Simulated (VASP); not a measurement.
# AgCl (rocksalt type) (Fm-3m) in VASP: a series of runs

AgCl (rocksalt type) is run at these levels: PBE; tasks: electric field gradients.

Everything below comes from runs of VASP 6.6.1. Logs are shortened: lines on timing, memory, paths and dates and some standing lists are left out, and cuts for length are marked.

## (1) The cell of the first run

It takes space group Fm-3m (No. 225, cubic). The conventional cell has a = 5.497 Å, b = 5.497 Å, c = 5.497 Å, α = 90.00°, β = 90.00°, γ = 90.00°. Ag (site symmetry m-3m) has 6 Cl at 2.75 Å within 3.6 Å. Within 3.6 Å of Cl (site symmetry m-3m) lie 6 Ag at 2.75 Å.

## (2) Electric field gradients, PBE (20.76 Å³/atom)

INCAR reads:

```
SYSTEM = AgCl
ALGO = Normal
EDIFF = 1E-8
ENCUT = 520
GGA = PE
ISIF = 2
ISMEAR = -1
LASPH = .True.
LCHARG = .False.
LEFG = .True.
LREAL = .False.
LWAVE = .False.
NBANDS = 16
NELM = 80
PREC = Accurate
SIGMA = 0.08
```

KPOINTS reads:

```
k-points
0
Gamma
  12 12 12
  0 0 0
```

POSCAR reads:

```
AgCl
1.0
    0.0000000000      2.7484259708      2.7484259708
    2.7484259708      0.0000000000      2.7484259708
    2.7484259708      2.7484259708      0.0000000000
Ag Cl
1 1
Direct
    0.0000000000      0.0000000000      0.0000000000
    0.5000000000      0.5000000000      0.5000000000
```

Potentials or basis: VASP PAW PBE potentials, release 64 (Ag, Cl).

Run with:

```
$ cat potpaw_PBE.64/Ag/POTCAR potpaw_PBE.64/Cl/POTCAR > POTCAR
$ mpirun -np 1 vasp_std > vasp.out
```

OUTCAR:

```text
SYSTEM = AgCl
   EDIFF = 1E-8
   ENCUT = 520
   GGA = PE
   ISIF = 2
   ISMEAR = -1
   LASPH = .True.
   LREAL = .False.
   NELM = 80
   PREC = Accurate

 ion  position               nearest neighbor table
   1  0.000  0.000  0.000-   2 2.75   2 2.75   2 2.75   2 2.75   2 2.75   2 2.75
   2  0.500  0.500  0.500-   1 2.75   1 2.75   1 2.75   1 2.75   1 2.75   1 2.75

  LATTYP: Found a face centered cubic cell.
 ALAT       =     5.4968519416

  Lattice vectors:

 A1 = (   0.0000000000,   2.7484259708,   2.7484259708)
 A2 = (   2.7484259708,   0.0000000000,   2.7484259708)
 A3 = (   2.7484259708,   2.7484259708,   0.0000000000)

Analysis of symmetry for initial positions (statically):
=====================================================================
 Subroutine PRICEL returns:
 Original cell was already a primitive cell.

 Routine SETGRP: Setting up the symmetry group for a
 face centered cubic supercell.

 Subroutine GETGRP returns: Found 48 space group operations
 (whereof 48 operations were pure point group operations)
 out of a pool of 48 trial point group operations.

The static configuration has the point symmetry O_h .

Analysis of symmetry for dynamics (positions and initial velocities):
=====================================================================
 Subroutine PRICEL returns:
 Original cell was already a primitive cell.

 Routine SETGRP: Setting up the symmetry group for a
 face centered cubic supercell.

 Subroutine GETGRP returns: Found 48 space group operations
 (whereof 48 operations were pure point group operations)
 out of a pool of 48 trial point group operations.

The dynamic configuration has the point symmetry O_h .

 Subroutine INISYM returns: Found 48 space group operations
 (whereof 48 operations are pure point group operations),
 and found     1 'primitive' translations

----------------------------------------------------------------------------------------

                                     Primitive cell

  volume of cell :      41.5224

  direct lattice vectors                    reciprocal lattice vectors
     0.000000000  2.748425971  2.748425971    -0.181922309  0.181922309  0.181922309
     2.748425971  0.000000000  2.748425971     0.181922309 -0.181922309  0.181922309
     2.748425971  2.748425971  0.000000000     0.181922309  0.181922309 -0.181922309

  length of vectors
     3.886861283  3.886861283  3.886861283     0.315098683  0.315098683  0.315098683

  position of ions in fractional coordinates (direct lattice)
     0.000000000  0.000000000  0.000000000
     0.500000000  0.500000000  0.500000000

  ion indices of the primitive-cell ions
   primitive index   ion index
                 1           1
                 2           2

----------------------------------------------------------------------------------------

 KPOINTS: k-points

Automatic generation of k-mesh.
 Grid dimensions read from file:
 generate k-points for:   12   12   12

 Generating k-lattice:

  Cartesian coordinates                     Fractional coordinates (reciprocal lattice)
    -0.015160192  0.015160192  0.015160192     0.083333333  0.000000000  0.000000000
     0.015160192 -0.015160192  0.015160192     0.000000000  0.083333333  0.000000000
     0.015160192  0.015160192 -0.015160192     0.000000000  0.000000000  0.083333333

  Length of vectors
     0.026258224  0.026258224  0.026258224

  Shift w.r.t. Gamma in fractional coordinates (k-lattice)
     0.000000000  0.000000000  0.000000000

 Subroutine IBZKPT returns following result:
 ===========================================

 Found     72 irreducible k-points:

 Following reciprocal coordinates:
            Coordinates               Weight
  0.000000  0.000000  0.000000      1.000000
  0.083333  0.000000  0.000000      8.000000
  0.166667  0.000000  0.000000      8.000000
  0.250000  0.000000  0.000000      8.000000
  0.333333  0.000000  0.000000      8.000000
  0.416667  0.000000  0.000000      8.000000
[... 16 lines left out ...]
  0.500000  0.166667  0.000000     24.000000
 -0.416667  0.166667  0.000000     24.000000
 [... further k-points ...]
   k-points           NKPTS =     72   k-points in BZ     NKDIM =     72   number of bands    NBANDS=     16
   number of dos      NEDOS =    301   number of ions     NIONS =      2
   total plane-waves  NPLWV =  27000
   dimension x,y,z NGX =    30 NGY =   30 NGZ =   30
   dimension x,y,z NGXF=    60 NGYF=   60 NGZF=   60
   ions per type =               1   1
   NGX,Y,Z   is equivalent  to a cutoff of  12.83, 12.83, 12.83 a.u.
   NGXF,Y,Z  is equivalent  to a cutoff of  25.66, 25.66, 25.66 a.u.
 SYSTEM =  AgCl
   PREC   = accura    normal or accurate (medium, high low for compatibility)
   ISTART =      0    job   : 0-new  1-cont  2-samecut
   ICHARG =      2    charge: 1-file 2-atom 10-const
   ISPIN  =      1    spin polarized calculation?
   LNONCOLLINEAR =      F non collinear calculations
   LSORBIT =      F    spin-orbit coupling
   LASPH  =      T    aspherical Exc in radial PAW
   ENCUT  =  520.0 eV  38.22 Ry    6.18 a.u.   7.23  7.23  7.23*2*pi/ulx,y,z
   NELM   =     80;   NELMIN=  2; NELMDL= -5     # of ELM steps
   EDIFF  = 0.1E-07   stopping-criterion for ELM
   LREAL  =      F    real-space projection
   EDIFFG = 0.1E-06   stopping-criterion for IOM
   NSW    =      0    number of steps for IOM
   IBRION =     -1    ionic relax: 0-MD 1-quasi-New 2-CG
   NFREE  =      0    steps in history (QN), initial steepest desc. (CG)
   ISIF   =      2    stress and relaxation
   ISYM   =      2    0-nonsym 1-usesym 2-fastsym
   POTIM  = 0.5000    time-step for ionic-motion
   TEBEG  =    0.0;   TEEND  =   0.0 temperature during run
   PSTRESS=    0.0 pullay stress
   NELECT =      18.0000    total number of electrons
   NUPDOWN=      -1.0000    fix difference up-down
   EMIN   =  10.00;   EMAX   =-10.00  energy-range for DOS
   EFERMI =   0.00;   METHOD = LEGACY
   ISMEAR =    -1;   SIGMA  =   0.08  broadening in eV -4-tet -1-fermi 0-gaus
   EFERMI_NEDOS =   21; number of points for ismear=-14 and -15
   IALGO  =     38    algorithm
   IMIX   =      4    mixing-type and parameters
     AMIX     =   0.40;   BMIX     =  1.00
     AMIX_MAG =   1.60;   BMIX_MAG =  1.00
  volume/ion in A,a.u.               =      20.76       140.10
  Fermi-wavevector in a.u.,A,eV,Ry     =   1.239001  2.341372 20.886620  1.535123
  Thomas-Fermi vector in A             =   2.373503
   LORBIT       =      0    0 simple, 1 ext, 2 COOP (PROOUT), +10 PAW based schemes
   GGA     = PE    functional components
   LHFCALC =     F    Hartree Fock is set to
   AEXX    =    0.0000 exact exchange contribution
   IVDW    =     0    specifies the selected vdW correction
   LEPSILON=     F    determine dielectric tensor
   LRPA    =     F    only Hartree local field effects (RPA)
 non-spin polarized calculation
  energy-cutoff  :      520.00
  volume of cell :       41.52
 maximum number of plane-waves:      1139
 NGX is ok and might be reduce to    30
   NGX = 15   NGY = 15   NGZ = 15

 number of electron      18.0000004 magnetization

 Free energy of the ion-electron system (eV)
  ---------------------------------------------------
  ext. energy  EPLUGINS =         0.00000000
  ---------------------------------------------------
  free energy    TOTEN  =        -5.37856834 eV

  energy without entropy =       -5.37852268  energy(sigma->0) =       -5.37854551

 E-fermi :   4.7877     XC(G=0): -10.1069

 val. band max:        4.1632799734   @ k =   0.5000   0.0000   0.0000
 cond. band min:       5.0672044576   @ k =   0.0000   0.0000   0.0000
 fundamental gap:      0.9039244842
 Fermi energy:         4.7877236010

 k-point     1 :       0.0000    0.0000    0.0000
  band No.  band energies     occupation
      1     -11.1690      2.00000
      2       1.6128      2.00000
      3       1.6128      2.00000
      4       1.6128      2.00000
      5       1.6553      2.00000
      6       1.6553      2.00000
[... 8 lines left out ...]
     15      17.6413      0.00000
     16      17.6413      0.00000
[... 419 lines left out ...]
 k-point    24 :      -0.4167    0.1667    0.0000
  band No.  band energies     occupation
      1     -10.6787      2.00000
      2      -1.0400      2.00000
      3      -0.1124      2.00000
      4      -0.1059      2.00000
      5       1.9652      2.00000
      6       1.9975      2.00000
[... 8 lines left out ...]
     15      17.5935      0.00000
     16      18.9366      0.00000

 [... further k-points ...]

------------------------ aborting loop because EDIFF is reached ----------------------------------------

  FORCE on cell =-STRESS in cart. coord.  units (eV):
  Direction    XX          YY          ZZ          XY          YZ          ZX
  --------------------------------------------------------------------------------------
  -------------------------------------------------------------------------------------
  Total        0.7536299      0.7536299      0.7536299     -0.0000000      0.0000000      0.0000000
  in kB       29.0794779     29.0794779     29.0794779     -0.0000000      0.0000000      0.0000000
  external PRESSURE =      29.0794779 kB  Pullay stress =       0.0000000 kB

 VOLUME and BASIS-vectors are now :
 -----------------------------------------------------------------------------
  energy-cutoff  :      520.00
  volume of cell :       41.52
      direct lattice vectors                 reciprocal lattice vectors
     0.000000000  2.748425971  2.748425971    -0.181922309  0.181922309  0.181922309
     2.748425971  0.000000000  2.748425971     0.181922309 -0.181922309  0.181922309
     2.748425971  2.748425971  0.000000000     0.181922309  0.181922309 -0.181922309

 POSITION                                       TOTAL-FORCE (eV/Angst)
 -----------------------------------------------------------------------------------
      0.00000      0.00000      0.00000        -0.000000      0.000000      0.000000
      2.74843      2.74843      2.74843         0.000000     -0.000000     -0.000000
 -----------------------------------------------------------------------------------
    total drift:                               -0.000000      0.000000      0.000000

  FREE ENERGIE OF THE ION-ELECTRON SYSTEM (eV)
  ---------------------------------------------------
  free  energy   TOTEN  =        -5.3785683404 eV

  energy  without entropy=       -5.3785226840  energy(sigma->0) =       -5.37854551

 Electric field gradients (V/A^2)
---------------------------------------------------------------------
 ion       V_xx      V_yy      V_zz      V_xy      V_xz      V_yz
---------------------------------------------------------------------
   1      -0.000     0.000     0.000    -0.001    -0.001    -0.001
   2      -0.000    -0.000    -0.000    -0.001    -0.001    -0.001
---------------------------------------------------------------------

 Electric field gradients after diagonalization (V/A^2)
 (convention: |V_zz| > |V_xx| > |V_yy|)
----------------------------------------------------------------------
 ion       V_xx      V_yy      V_zz     asymmetry (V_yy - V_xx)/ V_zz
----------------------------------------------------------------------
   1       0.001     0.001    -0.002       0.000
   2       0.001     0.001    -0.001       0.000
----------------------------------------------------------------------

           NMR quadrupolar parameters

 Cq : quadrupolar parameter    Cq=e*Q*V_zz/h
 eta: asymmetry parameters     (V_yy - V_xx)/ V_zz
 Q  : nuclear electric quadrupole moment in mb (millibarn)
----------------------------------------------------------------------
 ion       Cq(MHz)       eta       Q (mb)
----------------------------------------------------------------------
   1      -0.000       0.000       1.000
   2      -0.000       0.000       1.000
----------------------------------------------------------------------
```

Wall time 38 s (1 thread of Intel Xeon Platinum 8488C (Sapphire Rapids), shared host); peak memory 0.19 GiB.

Results:

```yaml
Free_energy: -5.3786 eV
Pressure: 2.9 GPa
Band_gap_on_the_k_mesh: 0.90 eV (least direct gap 3.15 eV)
Largest_electric_field_gradient_by_atom: under 0.05 V/Å² on every atom
```

A k mesh can miss the band edges.

## (3) Electric field gradients, PBE (20.76 Å³/atom)

INCAR reads:

```
PREC     = Accurate       # precision mode
ENCUT    = 520            # plane-wave cutoff, eV
EDIFF    = 1E-8           # SCF threshold, eV
ISMEAR   = -1             # smearing method
SIGMA    = 0.08           # smearing width, eV
LREAL    = F              # projectors in reciprocal space
LASPH    = T              # aspherical terms in the spheres
NELM     = 60             # most SCF steps
ALGO     = Normal         # electronic algorithm
ISIF     = 2              # what is computed and relaxed
LWAVE    = F              # write WAVECAR
LCHARG   = F              # write CHGCAR
GGA      = PE             # functional
LEFG     = T            
NBANDS   = 16             # bands
```

KPOINTS reads:

```
Automatic mesh
0
Gamma
  12 12 12
```

POSCAR is that of step 2.

Potentials or basis: VASP PAW PBE potentials, release 64 (Ag, Cl).

Run with:

```
$ cat potpaw_PBE.64/Ag/POTCAR potpaw_PBE.64/Cl/POTCAR > POTCAR
$ mpirun -np 1 vasp_std > vasp.out
```

OUTCAR:

```text
PREC = Accurate
   ENCUT = 520
   EDIFF = 1E-8
   ISMEAR = -1
   LREAL = F
   LASPH = T
   NELM = 60
   ISIF = 2
   GGA = PE

 ion  position               nearest neighbor table
   1  0.000  0.000  0.000-   2 2.75   2 2.75   2 2.75   2 2.75   2 2.75   2 2.75
   2  0.500  0.500  0.500-   1 2.75   1 2.75   1 2.75   1 2.75   1 2.75   1 2.75

  LATTYP: Found a face centered cubic cell.
 ALAT       =     5.4968519416

  Lattice vectors:

 A1 = (   0.0000000000,   2.7484259708,   2.7484259708)
 A2 = (   2.7484259708,   0.0000000000,   2.7484259708)
 A3 = (   2.7484259708,   2.7484259708,   0.0000000000)

Analysis of symmetry for initial positions (statically):
=====================================================================
 Subroutine PRICEL returns:
 Original cell was already a primitive cell.

 Routine SETGRP: Setting up the symmetry group for a
 face centered cubic supercell.

 Subroutine GETGRP returns: Found 48 space group operations
 (whereof 48 operations were pure point group operations)
 out of a pool of 48 trial point group operations.

The static configuration has the point symmetry O_h .

Analysis of symmetry for dynamics (positions and initial velocities):
=====================================================================
 Subroutine PRICEL returns:
 Original cell was already a primitive cell.

 Routine SETGRP: Setting up the symmetry group for a
 face centered cubic supercell.

 Subroutine GETGRP returns: Found 48 space group operations
 (whereof 48 operations were pure point group operations)
 out of a pool of 48 trial point group operations.

The dynamic configuration has the point symmetry O_h .

[... 157 lines left out ...]
      3       1.6128      2.00000
      4       1.6128      2.00000
      5       1.6553      2.00000
      6       1.6553      2.00000
[... 433 lines left out ...]
      3      -0.1124      2.00000
      4      -0.1059      2.00000
      5       1.9652      2.00000
      6       1.9975      2.00000
[... 8 lines left out ...]
     15      17.5935      0.00000
     16      18.9366      0.00000

 [... further k-points ...]

------------------------ aborting loop because EDIFF is reached ----------------------------------------

  FORCE on cell =-STRESS in cart. coord.  units (eV):
  Direction    XX          YY          ZZ          XY          YZ          ZX
  --------------------------------------------------------------------------------------
  -------------------------------------------------------------------------------------
  Total        0.7536299      0.7536299      0.7536299     -0.0000000      0.0000000      0.0000000
  in kB       29.0794779     29.0794779     29.0794779     -0.0000000      0.0000000      0.0000000
  external PRESSURE =      29.0794779 kB  Pullay stress =       0.0000000 kB

 VOLUME and BASIS-vectors are now :
 -----------------------------------------------------------------------------
  energy-cutoff  :      520.00
  volume of cell :       41.52
      direct lattice vectors                 reciprocal lattice vectors
     0.000000000  2.748425971  2.748425971    -0.181922309  0.181922309  0.181922309
     2.748425971  0.000000000  2.748425971     0.181922309 -0.181922309  0.181922309
     2.748425971  2.748425971  0.000000000     0.181922309  0.181922309 -0.181922309

 POSITION                                       TOTAL-FORCE (eV/Angst)
 -----------------------------------------------------------------------------------
      0.00000      0.00000      0.00000        -0.000000      0.000000      0.000000
      2.74843      2.74843      2.74843         0.000000     -0.000000     -0.000000
 -----------------------------------------------------------------------------------
    total drift:                               -0.000000      0.000000      0.000000

  FREE ENERGIE OF THE ION-ELECTRON SYSTEM (eV)
  ---------------------------------------------------
  free  energy   TOTEN  =        -5.3785683404 eV

  energy  without entropy=       -5.3785226840  energy(sigma->0) =       -5.37854551

 Electric field gradients (V/A^2)
---------------------------------------------------------------------
 ion       V_xx      V_yy      V_zz      V_xy      V_xz      V_yz
---------------------------------------------------------------------
   1      -0.000     0.000     0.000    -0.001    -0.001    -0.001
   2      -0.000    -0.000    -0.000    -0.001    -0.001    -0.001
---------------------------------------------------------------------

 Electric field gradients after diagonalization (V/A^2)
 (convention: |V_zz| > |V_xx| > |V_yy|)
----------------------------------------------------------------------
 ion       V_xx      V_yy      V_zz     asymmetry (V_yy - V_xx)/ V_zz
----------------------------------------------------------------------
   1       0.001     0.001    -0.002       0.000
   2       0.001     0.001    -0.001       0.000
----------------------------------------------------------------------

           NMR quadrupolar parameters

 Cq : quadrupolar parameter    Cq=e*Q*V_zz/h
 eta: asymmetry parameters     (V_yy - V_xx)/ V_zz
 Q  : nuclear electric quadrupole moment in mb (millibarn)
----------------------------------------------------------------------
 ion       Cq(MHz)       eta       Q (mb)
----------------------------------------------------------------------
   1      -0.000       0.000       1.000
   2      -0.000       0.000       1.000
----------------------------------------------------------------------
```

stdout:

```text
POSCAR found type information on POSCAR AgCl
 POSCAR found :  2 types and       2 ions
 scaLAPACK will be used
 LDA part: xc-table for (Slater+PW92), standard interpolation
 POSCAR, INCAR and KPOINTS ok, starting setup
 FFT: planning ... GRIDC
 FFT: planning ... GRID_SOFT
 FFT: planning ... GRID
 WAVECAR not read
 entering main loop
ion   1

ion   2
```

It took 39 s on 1 thread of Intel Xeon Platinum 8488C (Sapphire Rapids), shared host; peak memory 0.19 GiB.

What came out:

```yaml
Free_energy: -5.3786 eV
Pressure: 2.9 GPa
Band_gap_on_the_k_mesh: 0.90 eV (least direct gap 3.15 eV)
Largest_electric_field_gradient_by_atom: under 0.05 V/Å² on every atom
```

Levels at points of the mesh, in eV from the valence-band top:
```
           k point  band 6  band 7  band 8  band 9  band 10  band 11  band 12  band 13
(0.00, 0.00, 0.00)   -2.51   -2.44   -2.44   -2.44     0.90    10.84    10.84    10.84
(0.50, 0.00, 0.00)   -2.16   -1.83    0.00    0.00     4.17     6.68     7.62     7.62
(0.50, 0.50, 0.00)   -2.31   -2.03   -2.03   -1.93     2.34     7.99     8.72    11.65
```
